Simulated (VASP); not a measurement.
C, 3 atoms in the cell. The structure is hexagonal, space group P6/mmm (No. 191). The conventional cell has a = 3.958 Å, b = 3.958 Å, c = 1.280 Å, α = 90.00°, β = 90.00°, γ = 120.00°. C (site symmetry 6/mmm) has 2 C at 1.28 Å within 1.7 Å. 

* Program: VASP 6.6.1
* Task: single point
* Functional: PBEsol
* Potentials or basis: VASP PAW PBE potentials, release 64 (C)
* Cutoff: 520 eV
* k mesh: 6 × 6 × 6
* Occupations: gaussian, width 0.1 eV
* Spin: no spin polarisation
* Dipole correction: no
* Further INCAR settings: ALGO = Normal; EDIFF = 1e-06; NBANDS = 13

Potentials or basis: VASP PAW PBE potentials, release 64 (C).

The run is started by

```sh
$ cat potpaw_PBE.64/C/POTCAR > POTCAR
$ mpirun -np 1 vasp_std > vasp.out
```

Hardware: 1 thread of Intel(R) Xeon(R) Platinum 8488C (Sapphire Rapids), on a shared host.

Q: Estimate the wall time of this run.

A: It took 18 s on 1 thread of Intel(R) Xeon(R) Platinum 8488C (Sapphire Rapids), with other jobs on the host, peak memory 0.16 GiB. Counts: scf iterations 13, k points 34.
